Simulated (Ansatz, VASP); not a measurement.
One calculation of K3Os, two programs

```
K Os
1.0
     7.11174    0.00000    0.00000
    -3.55587    6.15895    0.00000
     0.00000    0.00000    5.70827
K Os
6 2
Direct
  0.83300 0.66600 0.25000
  0.16700 0.83300 0.75000
  0.33400 0.16700 0.25000
  0.16700 0.33400 0.75000
  0.83300 0.16700 0.25000
  0.66600 0.83300 0.75000
  0.33333 0.66667 0.25000
  0.66667 0.33333 0.75000
```

Alike in both runs: task relaxation of cell and atoms; functional PBE; k mesh 3 × 3 × 4; occupations gaussian, width 0.1 eV; no spin polarisation.

|  | VASP | Ansatz |
| --- | --- | --- |
| version | VASP 6.6.1 | Ansatz 0.2.0 |
| potentials or method | VASP PAW PBE potentials, release 64 (K_sv, Os), cutoff 600 eV | scalar-relativistic, plane waves, PAW |
| valence electrons in the cell | 70 | 86 |

|  | VASP | Ansatz | Ansatz less VASP |
| --- | --- | --- | --- |
| gap on the k mesh at the Fermi level, each at its own relaxed structure (eV) | none | none | - |
| relaxed volume (Å³/atom) | 35.94 | 35.63 | -0.307 |
| relaxed length of the cell vector where the two differ most in proportion (Å) | 5.752 | 5.829 | +0.0773 |

A gap of «none» marks a metal or a gap that the smearing closes. VASP's potentials hold 70 valence electrons a cell and Ansatz's 86, so a difference there can come from the potentials and not from the codes.

Spin-orbit coupling is off throughout.
